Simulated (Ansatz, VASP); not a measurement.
**One calculation of S, two programs**

File INCAR:

```
SYSTEM = S
PREC = Accurate ; ENCUT = 520
EDIFF = 1E-6 ; ISMEAR = 0
SIGMA = 0.1 ; LREAL = .False.
LASPH = .True. ; NELM = 60
ALGO = Normal ; ISIF = 2
LWAVE = .False. ; LCHARG = .False.
GGA = PE ; NBANDS = 34
```

File KPOINTS:

```
regular mesh
0
Gamma
  4 4 4
  0 0 0
```

The input POSCAR:

```
S
1.0
   -3.9412516654      3.9412516654      3.9412516654
    3.9412516654     -3.9412516654      3.9412516654
    3.9412516654      3.9412516654     -3.9412516654
S
8
Direct
    0.2060000000      0.2060000000      0.2060000000
    0.5000000000      0.0000000000      0.2940000000
    0.2940000000      0.5000000000      0.0000000000
    0.0000000000      0.2940000000      0.5000000000
    0.7940000000      0.7940000000      0.7940000000
    0.5000000000      0.0000000000      0.7060000000
    0.7060000000      0.5000000000      0.0000000000
    0.0000000000      0.7060000000      0.5000000000
```

Input for Ansatz:

```yaml
crystal:
  lattice:
    - [-3.9412516654, 3.9412516654, 3.9412516654]
    - [3.9412516654, -3.9412516654, 3.9412516654]
    - [3.9412516654, 3.9412516654, -3.9412516654]
  atoms:
    - { symbol: S, position: [0.206, 0.206, 0.206] }
    - { symbol: S, position: [0.5, 0.0, 0.294] }
    - { symbol: S, position: [0.294, 0.5, 0.0] }
    - { symbol: S, position: [0.0, 0.294, 0.5] }
    - { symbol: S, position: [0.794, 0.794, 0.794] }
    - { symbol: S, position: [0.5, 0.0, 0.706] }
    - { symbol: S, position: [0.706, 0.5, 0.0] }
    - { symbol: S, position: [0.0, 0.706, 0.5] }
basis:
  ecutwfc: 420
kpoints:
  mp_grid: { grid: [4, 4, 4] }
hamiltonian:
  xc: pbe
scf:
  occupations: { method: gaussian, width: 0.1 }
  lower_state_search: "off"
output:
  forces: true
  stress: true
  eigenvalues: true
```

Alike in both runs: task single point; functional PBE; k mesh 4 × 4 × 4; occupations gaussian, width 0.1 eV; no spin polarisation.

|  | VASP | Ansatz |
| --- | --- | --- |
| version | VASP 6.6.1 | Ansatz 0.2.0 |
| potentials or method | VASP PAW PBE potentials, release 64 (S), cutoff 520 eV | scalar-relativistic, plane waves, PAW |
| valence electrons in the cell | 48 | 48 |

Ansatz gave:

- gap on the k mesh at the Fermi level (eV): none
- pressure (GPa): -9.3
- rms of the force components (eV/Å): 0.094

Estimate VASP's values.

gap on the k mesh at the Fermi level (eV): none; pressure (GPa): -9.3; rms of the force components (eV/Å): 0.095.

Atom by atom the forces differ by 0.000 eV/Å (rms over components). A gap of «none» marks a metal or a gap that the smearing closes. With one functional, cell and mesh, what is left measures potentials, basis and numerics.
